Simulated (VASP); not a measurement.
# Ag (Pm-3m) in VASP: notebook

Runs on Ag. Level: PBE. Tasks: single point.

Program: VASP 6.6.1. These are calculated values, not measurements. Logs are shortened: lines on timing, memory, paths and dates and some standing lists are left out, and cuts for length are marked.

**1. The cell of the first run**

The structure is cubic, space group Pm-3m (No. 221). The conventional cell has a = 2.751 Å, b = 2.751 Å, c = 2.751 Å, α = 90.00°, β = 90.00°, γ = 90.00°. Ag (site symmetry m-3m) has 6 Ag at 2.75 Å within 3.6 Å.

**2. Single point, PBE**

Contents of INCAR:

```
PREC     = Accurate       # precision mode
ENCUT    = 520            # plane-wave cutoff, eV
EDIFF    = 1E-7           # SCF threshold, eV
ISMEAR   = -1             # smearing method
SIGMA    = 0.08           # smearing width, eV
LREAL    = F              # projectors in reciprocal space
LASPH    = T              # aspherical terms in the spheres
NELM     = 80             # most SCF steps
ALGO     = Normal         # electronic algorithm
ISIF     = 2              # what is computed and relaxed
LWAVE    = F              # write WAVECAR
LCHARG   = F              # write CHGCAR
GGA      = PE             # functional
NBANDS   = 12             # bands
```

Contents of KPOINTS:

```
Automatic mesh
0
Gamma
  16 16 16
```

Contents of POSCAR:

```
Ag
1.0
    2.7510814019      0.0000000000      0.0000000000
    0.0000000000      2.7510814019      0.0000000000
    0.0000000000      0.0000000000      2.7510814019
Ag
1
Direct
    0.0000000000      0.0000000000      0.0000000000
```

Potentials or basis: VASP PAW PBE potentials, release 64 (Ag).

On the command line:

```console
$ cat potpaw_PBE.64/Ag/POTCAR > POTCAR
$ mpirun -np 1 vasp_std > vasp.out
```

OUTCAR:

```text
PREC = Accurate
   ENCUT = 520
   EDIFF = 1E-7
   ISMEAR = -1
   LREAL = F
   LASPH = T
   NELM = 80
   ISIF = 2
   GGA = PE

 ion  position               nearest neighbor table
   1  0.000  0.000  0.000-

  LATTYP: Found a simple cubic cell.
 ALAT       =     2.7510814019

  Lattice vectors:

 A1 = (   2.7510814019,   0.0000000000,   0.0000000000)
 A2 = (   0.0000000000,   2.7510814019,   0.0000000000)
 A3 = (   0.0000000000,   0.0000000000,   2.7510814019)

Analysis of symmetry for initial positions (statically):
=====================================================================
 Subroutine PRICEL returns:
 Original cell was already a primitive cell.

 Routine SETGRP: Setting up the symmetry group for a
 simple cubic supercell.

 Subroutine GETGRP returns: Found 48 space group operations
 (whereof 48 operations were pure point group operations)
 out of a pool of 48 trial point group operations.

The static configuration has the point symmetry O_h .

Analysis of symmetry for dynamics (positions and initial velocities):
=====================================================================
 Subroutine PRICEL returns:
 Original cell was already a primitive cell.

 Routine SETGRP: Setting up the symmetry group for a
 simple cubic supercell.

 Subroutine GETGRP returns: Found 48 space group operations
 (whereof 48 operations were pure point group operations)
 out of a pool of 48 trial point group operations.

The dynamic configuration has the point symmetry O_h .

 Subroutine INISYM returns: Found 48 space group operations
 (whereof 48 operations are pure point group operations),
 and found     1 'primitive' translations

----------------------------------------------------------------------------------------

                                     Primitive cell

  volume of cell :      20.8214

  direct lattice vectors                    reciprocal lattice vectors
     2.751081402  0.000000000  0.000000000     0.363493425  0.000000000  0.000000000
     0.000000000  2.751081402  0.000000000     0.000000000  0.363493425  0.000000000
     0.000000000  0.000000000  2.751081402     0.000000000  0.000000000  0.363493425

  length of vectors
     2.751081402  2.751081402  2.751081402     0.363493425  0.363493425  0.363493425

  position of ions in fractional coordinates (direct lattice)
     0.000000000  0.000000000  0.000000000

  ion indices of the primitive-cell ions
   primitive index   ion index
                 1           1

----------------------------------------------------------------------------------------

 KPOINTS: Automatic mesh

Automatic generation of k-mesh.
 Grid dimensions read from file:
 generate k-points for:   16   16   16

 Generating k-lattice:

  Cartesian coordinates                     Fractional coordinates (reciprocal lattice)
     0.022718339  0.000000000  0.000000000     0.062500000  0.000000000  0.000000000
     0.000000000  0.022718339  0.000000000     0.000000000  0.062500000  0.000000000
     0.000000000  0.000000000  0.022718339     0.000000000  0.000000000  0.062500000

  Length of vectors
     0.022718339  0.022718339  0.022718339

  Shift w.r.t. Gamma in fractional coordinates (k-lattice)
     0.000000000  0.000000000  0.000000000

 Subroutine IBZKPT returns following result:
 ===========================================

 Found    165 irreducible k-points:

 Following reciprocal coordinates:
            Coordinates               Weight
  0.000000  0.000000  0.000000      1.000000
  0.062500  0.000000  0.000000      6.000000
  0.125000  0.000000  0.000000      6.000000
  0.187500  0.000000  0.000000      6.000000
  0.250000  0.000000  0.000000      6.000000
  0.312500  0.000000  0.000000      6.000000
[... 16 lines left out ...]
  0.437500  0.125000  0.000000     24.000000
  0.500000  0.125000  0.000000     12.000000
 [... further k-points ...]
   k-points           NKPTS =    165   k-points in BZ     NKDIM =    165   number of bands    NBANDS=     12
   number of dos      NEDOS =    301   number of ions     NIONS =      1
   total plane-waves  NPLWV =   8000
   dimension x,y,z NGX =    20 NGY =   20 NGZ =   20
   dimension x,y,z NGXF=    40 NGYF=   40 NGZF=   40
   ions per type =               1
   NGX,Y,Z   is equivalent  to a cutoff of  12.09, 12.09, 12.09 a.u.
   NGXF,Y,Z  is equivalent  to a cutoff of  24.17, 24.17, 24.17 a.u.
 SYSTEM =  unknown system
   PREC   = accura    normal or accurate (medium, high low for compatibility)
   ISTART =      0    job   : 0-new  1-cont  2-samecut
   ICHARG =      2    charge: 1-file 2-atom 10-const
   ISPIN  =      1    spin polarized calculation?
   LNONCOLLINEAR =      F non collinear calculations
   LSORBIT =      F    spin-orbit coupling
   LASPH  =      T    aspherical Exc in radial PAW
   ENCUT  =  520.0 eV  38.22 Ry    6.18 a.u.   5.12  5.12  5.12*2*pi/ulx,y,z
   NELM   =     80;   NELMIN=  2; NELMDL= -5     # of ELM steps
   EDIFF  = 0.1E-06   stopping-criterion for ELM
   LREAL  =      F    real-space projection
   EDIFFG = 0.1E-05   stopping-criterion for IOM
   NSW    =      0    number of steps for IOM
   IBRION =     -1    ionic relax: 0-MD 1-quasi-New 2-CG
   NFREE  =      0    steps in history (QN), initial steepest desc. (CG)
   ISIF   =      2    stress and relaxation
   ISYM   =      2    0-nonsym 1-usesym 2-fastsym
   POTIM  = 0.5000    time-step for ionic-motion
   TEBEG  =    0.0;   TEEND  =   0.0 temperature during run
   PSTRESS=    0.0 pullay stress
   NELECT =      11.0000    total number of electrons
   NUPDOWN=      -1.0000    fix difference up-down
   EMIN   =  10.00;   EMAX   =-10.00  energy-range for DOS
   EFERMI =   0.00;   METHOD = LEGACY
   ISMEAR =    -1;   SIGMA  =   0.08  broadening in eV -4-tet -1-fermi 0-gaus
   EFERMI_NEDOS =   21; number of points for ismear=-14 and -15
   IALGO  =     38    algorithm
   IMIX   =      4    mixing-type and parameters
     AMIX     =   0.40;   BMIX     =  1.00
     AMIX_MAG =   1.60;   BMIX_MAG =  1.00
  volume/ion in A,a.u.               =      20.82       140.51
  Fermi-wavevector in a.u.,A,eV,Ry     =   1.323434  2.500928 23.830299  1.751478
  Thomas-Fermi vector in A             =   2.453042
   LORBIT       =      0    0 simple, 1 ext, 2 COOP (PROOUT), +10 PAW based schemes
   GGA     = PE    functional components
   LHFCALC =     F    Hartree Fock is set to
   AEXX    =    0.0000 exact exchange contribution
   IVDW    =     0    specifies the selected vdW correction
   LEPSILON=     F    determine dielectric tensor
   LRPA    =     F    only Hartree local field effects (RPA)
 non-spin polarized calculation
  energy-cutoff  :      520.00
  volume of cell :       20.82
 maximum number of plane-waves:       587
   NGX = 11   NGY = 11   NGZ = 11

 number of electron      11.0000012 magnetization

 Free energy of the ion-electron system (eV)
  ---------------------------------------------------
  ext. energy  EPLUGINS =         0.00000000
  ---------------------------------------------------
  free energy    TOTEN  =        -2.39017637 eV

  energy without entropy =       -2.38440733  energy(sigma->0) =       -2.38729185

 E-fermi :   5.8904     XC(G=0): -10.9662

 val. band max:        5.8218347027   @ k =   0.4375   0.1875   0.0625
 cond. band min:       6.0622649624   @ k =   0.5000   0.1250   0.0000
 fundamental gap:      0.2404302597
 Fermi energy:         5.8903732376

 k-point     1 :       0.0000    0.0000    0.0000
  band No.  band energies     occupation
      1      -0.4485      2.00000
      2       0.2101      2.00000
      3       0.2101      2.00000
      4       3.0990      2.00000
      5       3.0990      2.00000
      6       3.0990      2.00000
      7      19.7976      0.00000
      8      19.7976      0.00000
      9      19.7976      0.00000
     10      24.8465      0.00000
     11      24.8465      0.00000
     12      25.2544      0.00000

 k-point     2 :       0.0625    0.0000    0.0000
  band No.  band energies     occupation
      1      -0.3629      2.00000
      2       0.2208      2.00000
      3       0.2674      2.00000
      4       3.0598      2.00000
      5       3.0598      2.00000
      6       3.1022      2.00000
      7      18.9089      0.00000
      8      19.9283      0.00000
      9      19.9283      0.00000
     10      24.7722      0.00000
     11      25.0442      0.00000
     12      26.0652      0.00000

 k-point     3 :       0.1250    0.0000    0.0000
  band No.  band energies     occupation
      1      -0.1436      2.00000
      2       0.2515      2.00000
      3       0.4706      2.00000
      4       2.9499      2.00000
      5       2.9499      2.00000
      6       3.1114      2.00000
      7      17.1506      0.00000
      8      20.3106      0.00000
      9      20.3106      0.00000
     10      24.5591      0.00000
     11      25.0784      0.00000
     12      28.1382      0.00000
[... 286 lines left out ...]
 k-point    23 :       0.4375    0.1250    0.0000
  band No.  band energies     occupation
      1       0.6024      2.00000
      2       1.0866      2.00000
      3       1.7677      2.00000
      4       2.2205      2.00000
      5       3.0462      2.00000
      6       5.2297      1.99948
      7       8.5918      0.00000
      8      21.1128      0.00000
      9      23.0609      0.00000
     10      24.3734      0.00000
     11      25.1077      0.00000
     12      29.2997      0.00000

 k-point    24 :       0.5000    0.1250    0.0000
  band No.  band energies     occupation
      1       0.6166      2.00000
      2       1.1267      2.00000
      3       1.7320      2.00000
      4       2.1885      2.00000
      5       3.0500      2.00000
      6       6.0623      0.20892
      7       7.6323      0.00000
      8      21.7606      0.00000
      9      22.4836      0.00000
     10      24.1538      0.00000
     11      25.5751      0.00000
     12      28.7699      0.00000

 [... further k-points ...]
[... 5 lines left out ...]
  --------------------------------------------------------------------------------------
  -------------------------------------------------------------------------------------
  Total       -0.0167852     -0.0167852     -0.0167852      0.0000000     -0.0000000      0.0000000
  in kB       -1.2915970     -1.2915970     -1.2915970      0.0000000     -0.0000000      0.0000000
  external PRESSURE =      -1.2915970 kB  Pullay stress =       0.0000000 kB

 VOLUME and BASIS-vectors are now :
 -----------------------------------------------------------------------------
  energy-cutoff  :      520.00
  volume of cell :       20.82
      direct lattice vectors                 reciprocal lattice vectors
     2.751081402  0.000000000  0.000000000     0.363493425  0.000000000  0.000000000
     0.000000000  2.751081402  0.000000000     0.000000000  0.363493425  0.000000000
     0.000000000  0.000000000  2.751081402     0.000000000  0.000000000  0.363493425

 POSITION                                       TOTAL-FORCE (eV/Angst)
 -----------------------------------------------------------------------------------
      0.00000      0.00000      0.00000         0.000000      0.000000      0.000000
 -----------------------------------------------------------------------------------
    total drift:                                0.000000      0.000000      0.000000

  FREE ENERGIE OF THE ION-ELECTRON SYSTEM (eV)
  ---------------------------------------------------
  free  energy   TOTEN  =        -2.3901763671 eV

  energy  without entropy=       -2.3844073326  energy(sigma->0) =       -2.38729185
```

It took 14 s on 1 thread of Intel Xeon 6975P-C, shared host; peak memory 0.15 GiB.

What came out:

```
Free energy : -2.3902 eV
Pressure    : -0.1 GPa
```

**3. Single point, PBE**

Contents of INCAR:

```
SYSTEM = Ag
  PREC = Accurate
  ENCUT = 520
  EDIFF = 1E-6
  ISMEAR = -1
  SIGMA = 0.08
  LREAL = .False.
  LASPH = .True.
  NELM = 60
  ALGO = Normal
  ISIF = 2
  LWAVE = .False.
  LCHARG = .False.
  GGA = PE
  NBANDS = 12
```

Contents of KPOINTS:

```
Automatic mesh
0
Gamma
  16 16 16
  0 0 0
```

Contents of POSCAR:

```
Ag
1.0
    2.7510814018      0.0000000000      0.0000000000
    0.0000000000      2.7510814018      0.0000000000
    0.0000000000      0.0000000000      2.7510814018
Ag
1
Direct
    0.0000000000      0.0000000000      0.0000000000
```

Potentials or basis: VASP PAW PBE potentials, release 64 (Ag).

On the command line:

```console
$ cat potpaw_PBE.64/Ag/POTCAR > POTCAR
$ mpirun -np 1 vasp_std > vasp.out
```

It took 14 s on 1 thread of Intel Xeon 6975P-C, shared host; peak memory 0.15 GiB.

The run converged. Its results:

* Free energy: -2.3902 eV
* Pressure: -0.1 GPa

Levels at points of the mesh, in eV from the Fermi level:
| k point | band 1 | band 2 | band 3 | band 4 | band 5 | band 6 | band 7 | band 8 | band 9 | band 10 |
| --- | --- | --- | --- | --- | --- | --- | --- | --- | --- | --- |
| (0.00, 0.00, 0.00) | -6.34 | -5.68 | -5.68 | -2.79 | -2.79 | -2.79 | 13.91 | 13.91 | 13.91 | 18.96 |
| (0.50, 0.00, 0.00) | -5.39 | -5.09 | -3.73 | -3.73 | -2.71 | -0.47 | 1.64 | 16.99 | 18.78 | 19.02 |
| (0.50, 0.50, 0.00) | -5.65 | -4.92 | -3.56 | -3.56 | -2.04 | 3.86 | 3.86 | 7.33 | 9.45 | 21.32 |
| (0.50, 0.50, 0.50) | -5.14 | -5.14 | -5.14 | -1.99 | -1.99 | 8.42 | 8.42 | 8.42 | 10.19 | 14.13 |

**4. Single point, PBE**

Contents of INCAR:

```
ALGO = Normal
EDIFF = 1E-6
ENCUT = 520
GGA = PE
ISIF = 2
ISMEAR = -1
LASPH = True
LCHARG = False
LREAL = False
LWAVE = False
NBANDS = 12
NELM = 100
PREC = Accurate
SIGMA = 0.08
```

Contents of KPOINTS:

```
k-points
0
Gamma
  16 16 16
```

POSCAR is that of step 3.

On the command line:

```console
$ cat potpaw_PBE.64/Ag/POTCAR > POTCAR
$ mpirun -np 1 vasp_std > vasp.out
```

Wall time 14 s (1 thread of Intel Xeon 6975P-C, shared host); peak memory 0.15 GiB.

Results (log left out):

```
Free energy : -2.3902 eV
Pressure    : -0.1 GPa
```

Levels at points of the mesh, in eV from the Fermi level:
| k point | band 3 | band 4 | band 5 | band 6 | band 7 | band 8 |
| --- | --- | --- | --- | --- | --- | --- |
| (0.00, 0.00, 0.00) | -5.68 | -2.79 | -2.79 | -2.79 | 13.91 | 13.91 |
| (0.50, 0.00, 0.00) | -3.73 | -3.73 | -2.71 | -0.47 | 1.64 | 16.99 |
| (0.50, 0.50, 0.00) | -3.56 | -3.56 | -2.04 | 3.86 | 3.86 | 7.33 |
| (0.50, 0.50, 0.50) | -5.14 | -1.99 | -1.99 | 8.42 | 8.42 | 8.42 |
